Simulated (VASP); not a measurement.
Write the native input for VASP 6.6.1 that does the following.

```yaml
Task: single point
Functional: PBE
Potentials_or_basis: VASP PAW PBE potentials, release 64 (Be, I)
Cutoff: 520 eV
k_mesh: 16 × 16 × 16
Occupations: gaussian, width 0.1 eV
Spin: no spin polarisation
Dipole_correction: no
Further_INCAR_settings: ALGO = Normal; EDIFF = 1e-06; NBANDS = 12
```

The structure of BeI lies in POSCAR:

```
BeI
1.0
    0.0000000000      3.0205553212      3.0205553212
    3.0205553212      0.0000000000      3.0205553212
    3.0205553212      3.0205553212      0.0000000000
Be I
1 1
Direct
    0.0000000000      0.0000000000      0.0000000000
    0.7500000000      0.7500000000      0.7500000000
```

The input as run:

INCAR

```
PREC     = Accurate       # precision mode
ENCUT    = 520            # plane-wave cutoff, eV
EDIFF    = 1E-6           # SCF threshold, eV
ISMEAR   = 0              # smearing method
SIGMA    = 0.1            # smearing width, eV
LREAL    = False          # projectors in reciprocal space
LASPH    = True           # aspherical terms in the spheres
NELM     = 60             # most SCF steps
ALGO     = Normal         # electronic algorithm
ISIF     = 2              # what is computed and relaxed
LWAVE    = False          # write WAVECAR
LCHARG   = True           # write CHGCAR
GGA      = PE             # functional
LELF     = True           # ELF
LVHAR    = True         
NBANDS   = 12             # bands
```

KPOINTS

```
regular mesh
0
Gamma
  16 16 16
```

Potentials or basis: VASP PAW PBE potentials, release 64 (Be, I).

Launch:

```sh
$ cat potpaw_PBE.64/Be/POTCAR potpaw_PBE.64/I/POTCAR > POTCAR
$ mpirun -np 1 vasp_std > vasp.out
```

Results of the run:

```json
{
  "Pressure": "0.0 GPa",
  "Band gap on the k mesh": "zero (an odd number of electrons rules out a gap without spin polarisation)"
}
```

Caveat: spin-orbit coupling is left out, which moves the levels of the heavy elements; an odd number of electrons without spin polarisation forces a metal; a magnetic or distorted state may lie lower.

It took 24 s on 1 thread of Intel(R) Xeon(R) 6975P-C (Granite Rapids) (shared host), peak memory 0.24 GiB.
